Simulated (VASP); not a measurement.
Write the native input for VASP 6.6.1 that does the following.

- Task: relaxation of cell and atoms
- Functional: PBE
- Potentials or basis: VASP PAW PBE potentials, release 64 (Mg, Cd, Te)
- Cutoff: 600 eV
- k mesh: 6 × 6 × 6
- Occupations: gaussian, width 0.1 eV
- Spin: no spin polarisation
- Dipole correction: no
- Further INCAR settings: ALGO = Fast; EDIFF = 1e-06; IBRION = 2; EDIFFG = -0.01; NSW = 100; ISIF = 3

The structure of MgCd3Te2 lies in POSCAR:

```
MgCd3Te2
1.0
    3.1417761200      1.8139052900      4.3079403500
   -3.1417761200      1.8139052900      4.3079403500
    0.0000000000     -3.6278105700      4.3079403500
Mg Cd Te
1 3 2
Direct
    0.0000000000      0.0000000000      0.0000000000
    0.0000000000      0.5000000000      0.0000000000
    0.5000000000      0.0000000000      0.0000000000
    0.0000000000      0.0000000000      0.5000000000
    0.6338490200      0.6338490200      0.6338490200
    0.3661509800      0.3661509800      0.3661509800
```

The input as run:

INCAR

```
PREC     = Accurate       # precision mode
ENCUT    = 600            # plane-wave cutoff, eV
EDIFF    = 1E-6           # SCF threshold, eV
ISMEAR   = 0              # smearing method
SIGMA    = 0.1            # smearing width, eV
LREAL    = False          # projectors in reciprocal space
LASPH    = True           # aspherical terms in the spheres
NELM     = 60             # most SCF steps
ALGO     = Fast           # electronic algorithm
ISIF     = 3              # what is computed and relaxed
LWAVE    = False          # write WAVECAR
LCHARG   = False          # write CHGCAR
GGA      = PE             # functional
IBRION   = 2              # ionic algorithm
NSW      = 100            # ionic steps
EDIFFG   = -0.01          # ionic threshold
```

KPOINTS

```
Automatic mesh
0
Gamma
  6 6 6
```

Potentials or basis: VASP PAW PBE potentials, release 64 (Mg, Cd, Te).

Run with:

```console
$ cat potpaw_PBE.64/Mg/POTCAR potpaw_PBE.64/Cd/POTCAR potpaw_PBE.64/Te/POTCAR > POTCAR
$ mpirun -np 1 vasp_std > vasp.out
```

It gave:

```json
{"Relaxed volume": "27.98 Å³/atom", "Relaxed cell": "a = 7.220 Å, b = 7.220 Å, c = 7.220 Å, α = 44.46°, β = 44.46°, γ = 44.46°", "Space group after relaxing (to 0.05 Å)": "R-3m (No. 166)", "Energy gained by relaxing": "157.1 meV/atom", "Ionic steps": "49", "Pressure after relaxing": "0.0 GPa", "Band gap on the k mesh": "zero (band 25 reaches 3.85 eV, above the bottom of band 26 at 3.34 eV)"}
```

Caveat: spin-orbit coupling is left out, which moves the levels of the heavy elements.

It took 48 min on 1 thread of Intel(R) Xeon(R) 6975P-C (Granite Rapids), on a shared host, peak memory 0.49 GiB.
